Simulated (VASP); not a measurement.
Here is a VASP 6.6.1 calculation.

INCAR

```
SYSTEM = Zr
PREC = Accurate
ENCUT = 520
EDIFF = 1E-6
ISMEAR = -1
SIGMA = 0.03
LREAL = .False.
LASPH = .True.
NELM = 100
ALGO = Normal
ISIF = 2
LWAVE = .False.
LCHARG = .False.
NBANDS = 12
```

Contents of KPOINTS:

```
regular mesh
0
Gamma
  16 16 16
  0 0 0
```

File POSCAR:

```
Zr
1.0
   -1.8281000000      1.8100000000      1.8100000000
    1.8100000000     -1.8281000000      1.8100000000
    1.8100000000      1.8100000000     -1.8281000000
Zr
1
Direct
    0.0000000000      0.0000000000      0.0000000000
```

Potentials or basis: VASP PAW LDA potentials, release 64 (Zr_sv).

Command:

```sh
$ cat potpaw_LDA.64/Zr_sv/POTCAR > POTCAR
$ mpirun -np 1 vasp_std > vasp.out
```

Question: What does it give for the pressure?

Answer: -9.5 GPa.

Question: What does it give for the band gap on the k mesh?

Answer: Zero (bands 6 and 7 overlap by 1.73 eV).

Stress tensor (GPa, compression positive):
```
-9.46  0.19  0.19
 0.19 -9.46  0.19
 0.19  0.19 -9.46
```

Caveat: the cell differs from its parent crystal (equal xy, yz and zx shear strains of -1 %); the cell stands under tension.
